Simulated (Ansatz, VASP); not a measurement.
## Two plane-wave programs on Co2Si

INCAR

```
PREC     = Accurate       # precision mode
ENCUT    = 600            # plane-wave cutoff, eV
EDIFF    = 1E-7           # SCF threshold, eV
ISMEAR   = 0              # smearing method
SIGMA    = 0.1            # smearing width, eV
LREAL    = False          # projectors in reciprocal space
LASPH    = True           # aspherical terms in the spheres
NELM     = 150            # most SCF steps
ALGO     = Normal         # electronic algorithm
ISIF     = 3              # what is computed and relaxed
LWAVE    = False          # write WAVECAR
LCHARG   = False          # write CHGCAR
ISPIN    = 2              # spin polarisation
MAGMOM   = 3 3 0          # initial moments
LORBIT   = 11             # projections on sites
LMAXMIX  = 4              # l up to which the mixer works
GGA      = PE             # functional
IBRION   = 2              # ionic algorithm
NSW      = 90             # ionic steps
EDIFFG   = -0.04          # ionic threshold
```

Contents of KPOINTS:

```
regular mesh
0
Gamma
  4 4 6
```

The input POSCAR:

```
Co2Si
1.0
    2.4562611900     -2.9082432600      0.0000000000
    2.4562611900      2.9082432600      0.0000000000
    0.0000000000      0.0000000000      3.0489513400
Co Si
2 1
Direct
    0.0000000000      0.5000000000      0.5000000000
    0.5000000000      0.0000000000      0.5000000000
    0.5000000000      0.5000000000      0.5000000000
```

Input for Ansatz:

```yaml
crystal:
  lattice:
    - [2.45626119, -2.90824326, 0.0]
    - [2.45626119, 2.90824326, 0.0]
    - [0.0, 0.0, 3.04895134]
  atoms:
    - { symbol: Co, position: [0.0, 0.5, 0.5], spin: 3.0 }
    - { symbol: Co, position: [0.5, 0.0, 0.5], spin: 3.0 }
    - { symbol: Si, position: [0.5, 0.5, 0.5] }
basis:
  ecutwfc: 420
kpoints:
  mp_grid: { grid: [4, 4, 6] }
hamiltonian:
  xc: pbe
scf:
  occupations: { method: gaussian, width: 0.1 }
  lower_state_search: "off"
output:
  forces: true
  stress: true
  eigenvalues: true
  populations: true
magnetization:
  spin_polarized: true
relax:
  adjacent_minimum: "off"
  f_tol: 0.04
  max_steps: 70
  cell: { stress_tol: 0.4 }
```

Alike in both runs: task relaxation of cell and atoms; functional PBE; k mesh 4 × 4 × 6; occupations gaussian, width 0.1 eV; collinear spin.

|  | VASP | Ansatz |
| --- | --- | --- |
| version | VASP 6.6.1 | Ansatz 0.2.0 |
| potentials or method | VASP PAW PBE potentials, release 64 (Co, Si), cutoff 600 eV | scalar-relativistic, plane waves, PAW |
| valence electrons in the cell | 22 | 38 |

```tsv
	VASP	Ansatz	Ansatz less VASP
gap on the k mesh at the Fermi level, each at its own relaxed structure (eV)	none	none	-
net moment per atom (μB)	0.90	0.90	+0.004
size of the moment on the site where the two differ most (μB)	1.39	1.40	+0.008
relaxed volume (Å³/atom)	14.96	14.97	+0.012
relaxed cell length with the largest relative difference (Å)	2.434	2.437	+0.0035
```

Site moments also hang on the region over which each program counts them. A gap of «none» marks a metal or a gap that the smearing closes. VASP's potentials hold 22 valence electrons a cell and Ansatz's 38, so a difference there can come from the potentials and not from the codes.

The k mesh is coarse, so the values compare programs but aren't converged.
